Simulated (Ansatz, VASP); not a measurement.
**One calculation of Hf, two programs**

```xyz
2
Lattice="3.1602 0.0000 0.0000 -1.5801 2.7368 0.0000 0.0000 0.0000 4.9962" Properties=species:S:1:pos:R:3 pbc="T T T"
Hf    0.0000    1.8245    1.2490
Hf    1.5801    0.9123    3.7471
```

Alike in both runs: functional PBEsol; k mesh 15 × 15 × 8; occupations gaussian, width 0.1 eV; no spin polarisation.

Ansatz relaxed the structure, and its values are those at the end. VASP's run is a single point on that final structure, the one shown.

```csv
,VASP,Ansatz
version,VASP 6.6.1,Ansatz 0.2.0
potentials or method,"VASP PAW PBE potentials, release 64 (Hf_pv), cutoff 520 eV","scalar-relativistic, plane waves, PAW"
valence electrons in the cell,20,52
```

```tsv
	VASP	Ansatz	Ansatz less VASP
gap on the k mesh at the Fermi level (eV)	none	none	-
pressure (GPa)	-0.4	0.0	+0.38
```

VASP's potentials were made for PBE, not for PBEsol. A gap of «none» marks a metal or a gap that the smearing closes. With one functional, cell and mesh, what is left measures potentials, basis and numerics. VASP's potentials hold 20 valence electrons a cell and Ansatz's 52, so a difference there can come from the potentials and not from the codes.

Spin-orbit coupling is off throughout.
